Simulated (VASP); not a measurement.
# Pb in VASP: a series of runs

Runs on Pb. Level: PBE. Tasks: single point.

Everything below comes from runs of VASP 6.6.1. Logs are shortened: lines on timing, memory, paths and dates and some standing lists are left out, and cuts for length are marked.

## (1) The cell of the first run

The cell holds a slab with vacuum, 1 atom: a = 3.500 Å, b = 3.500 Å, c = 12.000 Å, α = 90.00°, β = 90.00°, γ = 90.00°.

## (2) Single point, PBE

File INCAR:

```
SYSTEM = Pb
ALGO = Normal ; DIPOL = 0.5 0.5 0.500
EDIFF = 1E-6 ; ENCUT = 400
GGA = PE ; GGA_COMPAT = .False.
IDIPOL = 3 ; ISIF = 2
ISMEAR = 1 ; LASPH = .True.
LCHARG = .False. ; LDIPOL = .True.
LREAL = .False. ; LWAVE = .False.
NBANDS = 13 ; NELM = 120
NELMDL = -8 ; PREC = Accurate
SIGMA = 0.05
```

File KPOINTS:

```
k-points
0
Gamma
  5 5 1
  0 0 0
```

File POSCAR:

```
Pb
1.0
    3.5002070000      0.0000000000      0.0000000000
    0.0000000000      3.5002070000      0.0000000000
    0.0000000000      0.0000000000     12.0000000000
Pb
1
Direct
    0.0000000000      0.0000000000      0.5000000000
```

Potentials or basis: VASP PAW PBE potentials, release 64 (Pb_d).

Started as:

```sh
$ cat potpaw_PBE.64/Pb_d/POTCAR > POTCAR
$ mpirun -np 1 vasp_std > vasp.out
```

OUTCAR:

```text
SYSTEM = Pb
   EDIFF = 1E-6
   ENCUT = 400
   GGA = PE
   ISIF = 2
   ISMEAR = 1
   LASPH = .True.
   LREAL = .False.
   NELM = 120
   NELMDL = -8
   PREC = Accurate

 ion  position               nearest neighbor table
   1  0.000  0.000  0.500-

  LATTYP: Found a simple tetragonal cell.
 ALAT       =     3.5002070000
 C/A-ratio  =     3.4283686651

  Lattice vectors:

 A1 = (   3.5002070000,   0.0000000000,   0.0000000000)
 A2 = (   0.0000000000,   3.5002070000,   0.0000000000)
 A3 = (   0.0000000000,   0.0000000000,  12.0000000000)

Analysis of symmetry for initial positions (statically):
=====================================================================
 Subroutine PRICEL returns:
 Original cell was already a primitive cell.

 Routine SETGRP: Setting up the symmetry group for a
 simple tetragonal supercell.

 Subroutine GETGRP returns: Found 16 space group operations
 (whereof 16 operations were pure point group operations)
 out of a pool of 16 trial point group operations.

The static configuration has the point symmetry D_4h.

Analysis of symmetry for dynamics (positions and initial velocities):
=====================================================================
 Subroutine PRICEL returns:
 Original cell was already a primitive cell.

 Routine SETGRP: Setting up the symmetry group for a
 simple tetragonal supercell.

 Subroutine GETGRP returns: Found 16 space group operations
 (whereof 16 operations were pure point group operations)
 out of a pool of 16 trial point group operations.

The dynamic configuration has the point symmetry D_4h.

 Subroutine INISYM returns: Found 16 space group operations
 (whereof 16 operations are pure point group operations),
 and found     1 'primitive' translations

----------------------------------------------------------------------------------------

                                     Primitive cell

  volume of cell :     147.0174

  direct lattice vectors                    reciprocal lattice vectors
     3.500207000  0.000000000  0.000000000     0.285697389  0.000000000  0.000000000
     0.000000000  3.500207000  0.000000000     0.000000000  0.285697389  0.000000000
     0.000000000  0.000000000 12.000000000     0.000000000  0.000000000  0.083333333

  length of vectors
     3.500207000  3.500207000 12.000000000     0.285697389  0.285697389  0.083333333

  position of ions in fractional coordinates (direct lattice)
     0.000000000  0.000000000  0.500000000

  ion indices of the primitive-cell ions
   primitive index   ion index
                 1           1

----------------------------------------------------------------------------------------

 KPOINTS: k-points

Automatic generation of k-mesh.
 Grid dimensions read from file:
 generate k-points for:    5    5    1

 Generating k-lattice:

  Cartesian coordinates                     Fractional coordinates (reciprocal lattice)
     0.057139478  0.000000000  0.000000000     0.200000000  0.000000000  0.000000000
     0.000000000  0.057139478  0.000000000     0.000000000  0.200000000  0.000000000
     0.000000000  0.000000000  0.083333333     0.000000000  0.000000000  1.000000000

  Length of vectors
     0.057139478  0.057139478  0.083333333

  Shift w.r.t. Gamma in fractional coordinates (k-lattice)
     0.000000000  0.000000000  0.000000000

 Subroutine IBZKPT returns following result:
 ===========================================

 Found      6 irreducible k-points:

 Following reciprocal coordinates:
            Coordinates               Weight
  0.000000  0.000000  0.000000      1.000000
  0.200000  0.000000  0.000000      4.000000
  0.400000  0.000000  0.000000      4.000000
  0.200000  0.200000  0.000000      4.000000
  0.400000  0.200000  0.000000      8.000000
  0.400000  0.400000  0.000000      4.000000
   k-points           NKPTS =      6   k-points in BZ     NKDIM =      6   number of bands    NBANDS=     13
   number of dos      NEDOS =    301   number of ions     NIONS =      1
   total plane-waves  NPLWV =  46080
   dimension x,y,z NGX =    24 NGY =   24 NGZ =   80
   dimension x,y,z NGXF=    48 NGYF=   48 NGZF=  160
   ions per type =               1
   NGX,Y,Z   is equivalent  to a cutoff of  11.40, 11.40, 11.08 a.u.
   NGXF,Y,Z  is equivalent  to a cutoff of  22.80, 22.80, 22.17 a.u.
 SYSTEM =  Pb
   PREC   = accura    normal or accurate (medium, high low for compatibility)
   ISTART =      0    job   : 0-new  1-cont  2-samecut
   ICHARG =      2    charge: 1-file 2-atom 10-const
   ISPIN  =      1    spin polarized calculation?
   LNONCOLLINEAR =      F non collinear calculations
   LSORBIT =      F    spin-orbit coupling
   LASPH  =      T    aspherical Exc in radial PAW
   ENCUT  =  400.0 eV  29.40 Ry    5.42 a.u.   5.71  5.71 19.57*2*pi/ulx,y,z
   NELM   =    120;   NELMIN=  2; NELMDL= -8     # of ELM steps
   EDIFF  = 0.1E-05   stopping-criterion for ELM
   LREAL  =      F    real-space projection
   EDIFFG = 0.1E-04   stopping-criterion for IOM
   NSW    =      0    number of steps for IOM
   IBRION =     -1    ionic relax: 0-MD 1-quasi-New 2-CG
   NFREE  =      0    steps in history (QN), initial steepest desc. (CG)
   ISIF   =      2    stress and relaxation
   ISYM   =      2    0-nonsym 1-usesym 2-fastsym
   POTIM  = 0.5000    time-step for ionic-motion
   TEBEG  =    0.0;   TEEND  =   0.0 temperature during run
   PSTRESS=    0.0 pullay stress
   NELECT =      14.0000    total number of electrons
   NUPDOWN=      -1.0000    fix difference up-down
   EMIN   =  10.00;   EMAX   =-10.00  energy-range for DOS
   EFERMI =   0.00;   METHOD = LEGACY
   ISMEAR =     1;   SIGMA  =   0.05  broadening in eV -4-tet -1-fermi 0-gaus
   EFERMI_NEDOS =   21; number of points for ismear=-14 and -15
   IALGO  =     38    algorithm
   IMIX   =      4    mixing-type and parameters
     AMIX     =   0.40;   BMIX     =  1.00
     AMIX_MAG =   1.60;   BMIX_MAG =  1.00
  volume/ion in A,a.u.               =     147.02       992.12
  Fermi-wavevector in a.u.,A,eV,Ry     =   0.747586  1.412733  7.604094  0.558885
  Thomas-Fermi vector in A             =   1.843676
   LORBIT       =      0    0 simple, 1 ext, 2 COOP (PROOUT), +10 PAW based schemes
   GGA     = PE    functional components
   LHFCALC =     F    Hartree Fock is set to
   AEXX    =    0.0000 exact exchange contribution
   IVDW    =     0    specifies the selected vdW correction
   LEPSILON=     F    determine dielectric tensor
   LRPA    =     F    only Hartree local field effects (RPA)
 non-spin polarized calculation
 Methfessel and Paxton  Order N= 1 SIGMA  =   0.05
  energy-cutoff  :      400.00
  volume of cell :      147.02
 maximum number of plane-waves:      2692
 NGX is ok and might be reduce to    24
   NGX = 11   NGY = 11   NGZ = 39

 number of electron      13.9999999 magnetization

 dipolmoment           0.000000      0.000000     -0.000000 electrons x Angstroem

 Free energy of the ion-electron system (eV)
  ---------------------------------------------------
  ext. energy  EPLUGINS =         0.00000000
  ---------------------------------------------------
  free energy    TOTEN  =        -2.74924311 eV

  energy without entropy =       -2.74841378  energy(sigma->0) =       -2.74896666

 E-fermi :  -1.6317     XC(G=0):  -3.4550

 val. band max:       -1.6559975952   @ k =   0.4000   0.4000   0.0000
 cond. band min:      -1.6050685385   @ k =   0.2000   0.2000   0.0000
 fundamental gap:      0.0509290567
 Fermi energy:        -1.6317424531

 k-point     1 :       0.0000    0.0000    0.0000
  band No.  band energies     occupation
      1     -18.4906      2.00000
      2     -18.3713      2.00000
      3     -18.3210      2.00000
      4     -18.3210      2.00000
      5     -18.0988      2.00000
      6     -10.7250      2.00000
      7      -2.5308      2.00000
      8       1.2385      0.00000
      9       2.8905      0.00000
     10       3.3813      0.00000
     11       3.3813      0.00000
     12       3.3986      0.00000
     13       6.6513      0.00000

 k-point     2 :       0.2000    0.0000    0.0000
  band No.  band energies     occupation
      1     -18.4735      2.00000
      2     -18.3503      2.00000
      3     -18.3186      2.00000
      4     -18.3043      2.00000
      5     -18.1238      2.00000
      6     -10.3240      2.00000
      7      -2.0674      2.00000
      8       0.0356      0.00000
      9       1.7823      0.00000
     10       3.3295      0.00000
     11       3.8338      0.00000
     12       3.9337      0.00000
     13       6.6103      0.00000

 k-point     3 :       0.4000    0.0000    0.0000
  band No.  band energies     occupation
      1     -18.4596      2.00000
      2     -18.3971      2.00000
      3     -18.3147      2.00000
      4     -18.1829      2.00000
      5     -18.1639      2.00000
      6      -9.4007      2.00000
      7      -3.0643      2.00000
      8      -0.9765     -0.00000
      9       3.2165      0.00000
     10       3.3680      0.00000
     11       4.7678      0.00000
     12       5.1952      0.00000
     13       5.3429      0.00000

 k-point     4 :       0.2000    0.2000    0.0000
  band No.  band energies     occupation
      1     -18.4440      2.00000
      2     -18.3485      2.00000
      3     -18.3465      2.00000
      4     -18.2483      2.00000
      5     -18.1516      2.00000
      6      -9.9257      2.00000
      7      -1.6051      0.22414
      8       0.3362      0.00000
      9       0.6531      0.00000
     10       2.3055      0.00000
     11       3.7660      0.00000
     12       4.4529      0.00000
     13       6.7590      0.00000

 k-point     5 :       0.4000    0.2000    0.0000
  band No.  band energies     occupation
      1     -18.4187      2.00000
      2     -18.3937      2.00000
      3     -18.3429      2.00000
      4     -18.1961      2.00000
      5     -18.1353      2.00000
      6      -9.0097      2.00000
      7      -2.6272      2.00000
      8      -0.5199      0.00000
      9       1.5052      0.00000
     10       3.7258      0.00000
     11       3.8133      0.00000
     12       5.6487      0.00000
     13       5.8419      0.00000

 k-point     6 :       0.4000    0.4000    0.0000
  band No.  band energies     occupation
      1     -18.3885      2.00000
      2     -18.3878      2.00000
      3     -18.3755      2.00000
      4     -18.2474      2.00000
      5     -18.0348      2.00000
      6      -8.1056      2.00000
      7      -1.6822      2.05224
      8      -1.6560      1.72361
      9       0.5175      0.00000
     10       3.9301      0.00000
     11       4.8333      0.00000
     12       5.2296      0.00000
     13       5.7918      0.00000

------------------------ aborting loop because EDIFF is reached ----------------------------------------

 vacuum level on the upper side and lower side of the slab       (xc-potential included)        -0.249        -0.249

  FORCE on cell =-STRESS in cart. coord.  units (eV):
  Direction    XX          YY          ZZ          XY          YZ          ZX
  --------------------------------------------------------------------------------------
  -------------------------------------------------------------------------------------
  Total       -1.7602999     -1.7602999     -0.0053793      0.0000000      0.0000000      0.0000000
  in kB      -19.1835304    -19.1835304     -0.0586234      0.0000000      0.0000000      0.0000000
  external PRESSURE =     -12.8085614 kB  Pullay stress =       0.0000000 kB

 VOLUME and BASIS-vectors are now :
 -----------------------------------------------------------------------------
  energy-cutoff  :      400.00
  volume of cell :      147.02
      direct lattice vectors                 reciprocal lattice vectors
     3.500207000  0.000000000  0.000000000     0.285697389  0.000000000  0.000000000
     0.000000000  3.500207000  0.000000000     0.000000000  0.285697389  0.000000000
     0.000000000  0.000000000 12.000000000     0.000000000  0.000000000  0.083333333

 POSITION                                       TOTAL-FORCE (eV/Angst)
 -----------------------------------------------------------------------------------
      0.00000      0.00000      6.00000         0.000000      0.000000      0.000000
 -----------------------------------------------------------------------------------
    total drift:                                0.000000     -0.000000     -0.000000

  FREE ENERGIE OF THE ION-ELECTRON SYSTEM (eV)
  ---------------------------------------------------
  free  energy   TOTEN  =        -2.7492431074 eV

  energy  without entropy=       -2.7484137800  energy(sigma->0) =       -2.74896666

 vacuum level on the upper side and lower side of the slab         2.030         2.030
```

Wall time 9.9 s (1 thread of Intel Xeon Platinum 8259CL at 2.50GHz (Skylake/Cascade Lake), shared host); peak memory 0.19 GiB.

Results:

* Free energy: -2.7492 eV
* Band gap on the k mesh: zero (band 7 reaches -1.61 eV, above the bottom of band 8 at -1.66 eV)

Caveat: spin-orbit coupling is left out, which moves the levels of the heavy elements.

(Part 1 of 2 ends here.)
